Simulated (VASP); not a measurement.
# Mg3MnF8 (Cmmm) in VASP: single point with PBEsol+U

Aim: the single point of Mg3MnF8 with PBEsol+U.

All numbers are computed with VASP 6.6.1; they aren't measurements. Logs are shortened: lines on timing, memory, paths and dates and some standing lists are left out, and cuts for length are marked.

## (1) The cell of the first run

The structure is orthorhombic, space group Cmmm (No. 65). The conventional cell has a = 6.538 Å, b = 6.538 Å, c = 6.104 Å, α = 90.00°, β = 90.00°, γ = 90.00°. Mn (site symmetry mmm) has 6 F at 2.05 to 2.09 Å within 2.7 Å. Mg (site symmetry mmm) has 6 F at 1.96 to 1.97 Å within 2.6 Å. Mg (site symmetry mm2) has 6 F at 1.94 to 1.98 Å within 2.6 Å. F (site symmetry m2m) has 2 Mg at 1.98 Å and 1 Mn at 2.05 Å and 1 F at 2.44 Å within 2.6 Å. F (site symmetry m2m) has 3 Mg at 1.97 to 1.98 Å and 9 F at 2.60 to 2.78 Å within 2.8 Å. F (site symmetry m) has 2 Mg at 1.94 to 1.96 Å and 1 Mn at 2.09 Å and 10 F at 2.65 to 2.93 Å within 3.0 Å.

## (2) Single point, PBEsol+U

The input, INCAR:

```
SYSTEM = Mg3MnF8
ALGO     = Normal         ! electronic algorithm
EDIFF    = 1E-6           ! SCF threshold, eV
ENCUT    = 600            ! plane-wave cutoff, eV
GGA      = PS             ! functional
GGA_COMPAT= .FALSE.      
ISIF     = 2              ! what is computed and relaxed
ISMEAR   = 0              ! smearing method
LASPH    = .TRUE.         ! aspherical terms in the spheres
LCHARG   = .FALSE.        ! write CHGCAR
LDAU     = .TRUE.         ! DFT+U
LDAUJ    = 0 0 0        
LDAUL    = 2 -1 -1        ! shell
LDAUPRINT= 1            
LDAUTYPE = 2            
LDAUU    = 3.5 0 0        ! U, eV
LMAXMIX  = 4              ! l up to which the mixer works
LREAL    = .FALSE.        ! projectors in reciprocal space
LWAVE    = .FALSE.        ! write WAVECAR
NBANDS   = 50             ! bands
NELM     = 200            ! most SCF steps
PREC     = Accurate       ! precision mode
SIGMA    = 0.05           ! smearing width, eV
```

The input, KPOINTS:

```
k-points
0
G
  4 4 3
  0 0 0
```

The input, POSCAR:

```
Mg3MnF8
1.0
    4.6230000000      0.0000000000      0.0000000000
    0.0000000000      4.6230000000      0.0000000000
    0.0000000000      0.0000000000      6.1040000000
Mn Mg F
1 3 8
Direct
    0.0000000000      1.0000000000      0.0000000000
    0.0000000000      1.0000000000      0.5000000000
    0.5000000000      0.5000000000      0.2552391189
    0.5000000000      0.5000000000      0.7447608811
    0.3133754859      0.3133754859      0.0000000000
    0.3010885540      0.3010885540      0.5000000000
    0.2028913980      0.7971086020      0.2641117791
    0.2028913980      0.7971086020      0.7358882209
    0.6866245141      0.6866245141      0.0000000000
    0.6989114460      0.6989114460      0.5000000000
    0.7971086020      0.2028913980      0.2641117791
    0.7971086020      0.2028913980      0.7358882209
```

Potentials or basis: VASP PAW PBE potentials, release 64 (Mn_pv, Mg, F).

Started as:

```
$ cat potpaw_PBE.64/Mn_pv/POTCAR potpaw_PBE.64/Mg/POTCAR potpaw_PBE.64/F/POTCAR > POTCAR
$ mpirun -np 1 vasp_std > vasp.out
```

OUTCAR:

```text
SYSTEM = Mg3MnF8
   EDIFF = 1E-6
   ENCUT = 600
   GGA = PS
   ISIF = 2
   ISMEAR = 0
   LASPH = .TRUE.
   LREAL = .FALSE.
   NELM = 200
   PREC = Accurate

 ion  position               nearest neighbor table
   1  0.000  0.000  0.000-   5 2.05   9 2.05   8 2.09   7 2.09  11 2.09  12 2.09   2 3.05   2 3.05

   2  0.000  0.000  0.500-   7 1.96   8 1.96  11 1.96  12 1.96   6 1.97  10 1.97   1 3.05   1 3.05
                             4 3.59   3 3.59   3 3.59   4 3.59   3 3.59   4 3.59   3 3.59   4 3.59
   3  0.500  0.500  0.255-   7 1.94  11 1.94   9 1.98   5 1.98  10 1.98   6 1.98   4 2.99   4 3.12
                             2 3.59   2 3.59   2 3.59   2 3.59
   4  0.500  0.500  0.745-   8 1.94  12 1.94   9 1.98   5 1.98  10 1.98   6 1.98   3 2.99   3 3.12
                             2 3.59   2 3.59   2 3.59   2 3.59
   5  0.313  0.313  0.000-   3 1.98   4 1.98   1 2.05
   6  0.301  0.301  0.500-   2 1.97   3 1.98   4 1.98
   7  0.203  0.797  0.264-   3 1.94   2 1.96   1 2.09
   8  0.203  0.797  0.736-   4 1.94   2 1.96   1 2.09
   9  0.687  0.687  0.000-   3 1.98   4 1.98   1 2.05
  10  0.699  0.699  0.500-   2 1.97   3 1.98   4 1.98
  11  0.797  0.203  0.264-   3 1.94   2 1.96   1 2.09
  12  0.797  0.203  0.736-   4 1.94   2 1.96   1 2.09

  LATTYP: Found a simple tetragonal cell.
 ALAT       =     4.6230000000
 C/A-ratio  =     1.3203547480

  Lattice vectors:

 A1 = (   4.6230000000,   0.0000000000,   0.0000000000)
 A2 = (   0.0000000000,   4.6230000000,   0.0000000000)
 A3 = (   0.0000000000,   0.0000000000,   6.1040000000)

Analysis of symmetry for initial positions (statically):
=====================================================================
 Subroutine PRICEL returns:
 Original cell was already a primitive cell.

 Routine SETGRP: Setting up the symmetry group for a
 simple tetragonal supercell.

 Subroutine GETGRP returns: Found  8 space group operations
 (whereof  8 operations were pure point group operations)
 out of a pool of 16 trial point group operations.

The static configuration has the point symmetry D_2h.

Analysis of symmetry for dynamics (positions and initial velocities):
=====================================================================
 Subroutine PRICEL returns:
 Original cell was already a primitive cell.

 Routine SETGRP: Setting up the symmetry group for a
 simple tetragonal supercell.

 Subroutine GETGRP returns: Found  8 space group operations
 (whereof  8 operations were pure point group operations)
 out of a pool of 16 trial point group operations.

The dynamic configuration has the point symmetry D_2h.

 Subroutine INISYM returns: Found  8 space group operations
 (whereof  8 operations are pure point group operations),
 and found     1 'primitive' translations

----------------------------------------------------------------------------------------

                                     Primitive cell

  volume of cell :     130.4555

  direct lattice vectors                    reciprocal lattice vectors
     4.623000000  0.000000000  0.000000000     0.216309756  0.000000000  0.000000000
     0.000000000  4.623000000  0.000000000     0.000000000  0.216309756  0.000000000
     0.000000000  0.000000000  6.104000000     0.000000000  0.000000000  0.163826999

  length of vectors
     4.623000000  4.623000000  6.104000000     0.216309756  0.216309756  0.163826999

  position of ions in fractional coordinates (direct lattice)
     0.000000000  0.000000000  0.000000000
     0.000000000  0.000000000  0.500000000
     0.500000000  0.500000000  0.255239119
     0.500000000  0.500000000  0.744760881
     0.313375486  0.313375486  0.000000000
     0.301088554  0.301088554  0.500000000
     0.202891398  0.797108602  0.264111779
     0.202891398  0.797108602  0.735888221
     0.686624514  0.686624514  0.000000000
     0.698911446  0.698911446  0.500000000
     0.797108602  0.202891398  0.264111779
[... 82 lines left out ...]
   NFREE  =      0    steps in history (QN), initial steepest desc. (CG)
   ISIF   =      2    stress and relaxation
   ISYM   =      2    0-nonsym 1-usesym 2-fastsym
   POTIM  = 0.5000    time-step for ionic-motion
   TEBEG  =    0.0;   TEEND  =   0.0 temperature during run
   PSTRESS=    0.0 pullay stress
   NELECT =      75.0000    total number of electrons
   NUPDOWN=      -1.0000    fix difference up-down
   EMIN   =  10.00;   EMAX   =-10.00  energy-range for DOS
   EFERMI =   0.00;   METHOD = LEGACY
   ISMEAR =     0;   SIGMA  =   0.05  broadening in eV -4-tet -1-fermi 0-gaus
   EFERMI_NEDOS =   21; number of points for ismear=-14 and -15
   IALGO  =     38    algorithm
   IMIX   =      4    mixing-type and parameters
     AMIX     =   0.40;   BMIX     =  1.00
     AMIX_MAG =   1.60;   BMIX_MAG =  1.00
  volume/ion in A,a.u.               =      10.87        73.36
  Fermi-wavevector in a.u.,A,eV,Ry     =   1.361260  2.572409 25.211995  1.853029
  Thomas-Fermi vector in A             =   2.487852
   LORBIT       =      0    0 simple, 1 ext, 2 COOP (PROOUT), +10 PAW based schemes
 LDA+U is selected, type is set to LDAUTYPE =  2
   angular momentum for each species LDAUL =     2   -1   -1
   U (eV)           for each species LDAUU =   3.5  0.0  0.0
   J (eV)           for each species LDAUJ =   0.0  0.0  0.0
   GGA     = PS    functional components
   LHFCALC =     F    Hartree Fock is set to
   AEXX    =    0.0000 exact exchange contribution
   IVDW    =     0    specifies the selected vdW correction
   LEPSILON=     F    determine dielectric tensor
   LRPA    =     F    only Hartree local field effects (RPA)
 non-spin polarized calculation
 Gauss-broadening in eV      SIGMA  =   0.05
  energy-cutoff  :      600.00
  volume of cell :      130.46
 maximum number of plane-waves:      4372
 NGX is ok and might be reduce to    40
   NGX = 19   NGY = 19   NGZ = 25

atom =   1  type =  1  l = 2

 onsite density matrix

spin component  1

  0.4637  0.0000  0.4083  0.0000 -0.0000
  0.0000  0.5141  0.0000  0.4210  0.0000
  0.4083  0.0000  0.5700  0.0000  0.0000
  0.0000  0.4210  0.0000  0.5141  0.0000
 -0.0000  0.0000  0.0000  0.0000  0.4830

spin component  2

  0.4637  0.0000  0.4083  0.0000 -0.0000
  0.0000  0.5141  0.0000  0.4210  0.0000
  0.4083  0.0000  0.5700  0.0000  0.0000
  0.0000  0.4210  0.0000  0.5141  0.0000
 -0.0000  0.0000  0.0000  0.0000  0.4830

 occupancies and eigenvectors

  o =  0.0931  v =  0.0000  0.7071  0.0000 -0.7071 -0.0000  0.0000  0.0000  0.0000  0.0000  0.0000      0.0000  0.0000  0.0000  0.0000  0.0000  0.0000  0.0000  0.0000  0.0000  0.0000
  o =  0.0931  v =  0.0000  0.0000  0.0000  0.0000  0.0000  0.0000  0.7071  0.0000 -0.7071 -0.0000      0.0000  0.0000  0.0000  0.0000  0.0000  0.0000  0.0000  0.0000  0.0000  0.0000
  o =  0.1051  v =  0.0000  0.0000  0.0000  0.0000  0.0000 -0.7514  0.0000  0.6599  0.0000 -0.0000      0.0000  0.0000  0.0000  0.0000  0.0000  0.0000  0.0000  0.0000  0.0000  0.0000
  o =  0.1051  v = -0.7514  0.0000  0.6599  0.0000 -0.0000  0.0000  0.0000  0.0000  0.0000  0.0000      0.0000  0.0000  0.0000  0.0000  0.0000  0.0000  0.0000  0.0000  0.0000  0.0000
  o =  0.4830  v =  0.0000  0.0000  0.0000  0.0000  1.0000  0.0000  0.0000  0.0000  0.0000  0.0000      0.0000  0.0000  0.0000  0.0000  0.0000  0.0000  0.0000  0.0000  0.0000  0.0000
  o =  0.4830  v =  0.0000  0.0000  0.0000  0.0000  0.0000  0.0000  0.0000  0.0000  0.0000  1.0000      0.0000  0.0000  0.0000  0.0000  0.0000  0.0000  0.0000  0.0000  0.0000  0.0000
  o =  0.9286  v = -0.6599  0.0000 -0.7514  0.0000  0.0000  0.0000  0.0000  0.0000  0.0000  0.0000      0.0000  0.0000  0.0000  0.0000  0.0000  0.0000  0.0000  0.0000  0.0000  0.0000
  o =  0.9286  v =  0.0000  0.0000  0.0000  0.0000  0.0000 -0.6599  0.0000 -0.7514  0.0000  0.0000      0.0000  0.0000  0.0000  0.0000  0.0000  0.0000  0.0000  0.0000  0.0000  0.0000
  o =  0.9351  v =  0.0000  0.0000  0.0000  0.0000  0.0000  0.0000 -0.7071  0.0000 -0.7071  0.0000      0.0000  0.0000  0.0000  0.0000  0.0000  0.0000  0.0000  0.0000  0.0000  0.0000
  o =  0.9351  v =  0.0000 -0.7071  0.0000 -0.7071  0.0000  0.0000  0.0000  0.0000  0.0000  0.0000      0.0000  0.0000  0.0000  0.0000  0.0000  0.0000  0.0000  0.0000  0.0000  0.0000

 number of electron      75.0000009 magnetization

 Free energy of the ion-electron system (eV)
  ---------------------------------------------------
  ext. energy  EPLUGINS =         0.00000000
  ---------------------------------------------------
  free energy    TOTEN  =       -64.03743896 eV

  energy without entropy =      -64.01157768  energy(sigma->0) =      -64.02450832

 E-fermi :   3.2584     XC(G=0): -10.2844

 val. band max:        3.2545569051   @ k =   0.5000   0.5000   0.3333
 cond. band min:       3.2674518007   @ k =  -0.2500   0.2500   0.0000
 fundamental gap:      0.0128948956
 Fermi energy:         3.2584199176

 k-point     1 :       0.0000    0.0000    0.0000
  band No.  band energies     occupation
      1     -44.6108      2.00000
      2     -44.3300      2.00000
      3     -44.1061      2.00000
      4     -21.7240      2.00000
      5     -21.1707      2.00000
      6     -21.0593      2.00000
[... 717 lines left out ...]
     48      12.0866      0.00000
     49      14.5468      0.00000
 [bands above 49 left out]

------------------------ aborting loop because EDIFF is reached ----------------------------------------

  FORCE on cell =-STRESS in cart. coord.  units (eV):
  Direction    XX          YY          ZZ          XY          YZ          ZX
  --------------------------------------------------------------------------------------
  -------------------------------------------------------------------------------------
  Total        0.0925344      0.0925344      0.2115882     -0.7190562      0.0000000      0.0000000
  in kB        1.1364535      1.1364535      2.5986019     -8.8310247      0.0000000      0.0000000
  external PRESSURE =       1.6238363 kB  Pullay stress =       0.0000000 kB

 VOLUME and BASIS-vectors are now :
 -----------------------------------------------------------------------------
  energy-cutoff  :      600.00
  volume of cell :      130.46
      direct lattice vectors                 reciprocal lattice vectors
     4.623000000  0.000000000  0.000000000     0.216309756  0.000000000  0.000000000
     0.000000000  4.623000000  0.000000000     0.000000000  0.216309756  0.000000000
     0.000000000  0.000000000  6.104000000     0.000000000  0.000000000  0.163826999

 POSITION                                       TOTAL-FORCE (eV/Angst)
 -----------------------------------------------------------------------------------
      0.00000      0.00000      0.00000        -0.000000     -0.000000      0.000000
      0.00000      0.00000      3.05200        -0.000000     -0.000000      0.000000
      2.31150      2.31150      1.55798        -0.000000     -0.000000     -0.001351
      2.31150      2.31150      4.54602        -0.000000     -0.000000      0.001351
      1.44873      1.44873      0.00000        -0.755088     -0.755088     -0.000000
      1.39193      1.39193      3.05200         0.043010      0.043010      0.000000
      0.93797      3.68503      1.61214        -0.398676      0.398676     -0.687963
      0.93797      3.68503      4.49186        -0.398676      0.398676      0.687963
      3.17427      3.17427      0.00000         0.755088      0.755088      0.000000
      3.23107      3.23107      3.05200        -0.043010     -0.043010      0.000000
      3.68503      0.93797      1.61214         0.398676     -0.398676     -0.687963
      3.68503      0.93797      4.49186         0.398676     -0.398676      0.687963
 -----------------------------------------------------------------------------------
    total drift:                                0.000000      0.000000      0.000000

  FREE ENERGIE OF THE ION-ELECTRON SYSTEM (eV)
  ---------------------------------------------------
  free  energy   TOTEN  =       -64.0374389599 eV

  energy  without entropy=      -64.0115776753  energy(sigma->0) =      -64.02450832
```

It took 3.6 min on 1 thread of Intel Xeon 8259CL, shared host; peak memory 0.32 GiB.

What came out:

```
Free energy            : -64.0374 eV
Pressure               : 0.2 GPa
Largest force          : 1.068 eV/Å
Band gap on the k mesh : zero (an odd number of electrons rules out a gap without spin polarisation)
```

Forces on the atoms (eV/Å):
```
Mn   0.000  0.000  0.000
Mg   0.000  0.000  0.000
Mg   0.000  0.000 -0.001
Mg   0.000  0.000  0.001
F   -0.755 -0.755  0.000
F    0.043  0.043  0.000
F   -0.399  0.399 -0.688
F   -0.399  0.399  0.688
F    0.755  0.755  0.000
F   -0.043 -0.043  0.000
F    0.399 -0.399 -0.688
F    0.399 -0.399  0.688
```

Levels at points of the mesh, in eV from the Fermi level:
```csv
k point,band 35,band 36,band 37,band 38,band 39,band 40,band 41,band 42
"(0.00, 0.00, 0.00)",-4.26,-1.17,-1.10,0.04,2.19,2.52,2.68,7.40
"(0.50, 0.00, 0.00)",-4.60,-1.15,-1.14,-0.02,2.37,2.51,4.98,5.21
"(0.50, 0.50, 0.00)",-4.73,-1.16,-1.15,-0.01,2.12,2.50,6.42,6.82
```

Eigenvalues of the final occupation matrices:
```csv
site,spin,trace,eigenvalues
site 1 d,1,2.54,0.09 0.11 0.48 0.93 0.94
site 1 d,2,2.54,0.09 0.11 0.48 0.93 0.94
```

Caveat: the PAW data sets were made with another functional, which shifts forces and pressure a little; an odd number of electrons without spin polarisation forces a metal; a magnetic or distorted state may lie lower; the run has no spin polarisation, though such a crystal can be magnetic; U without spin polarisation on a metal has little footing.
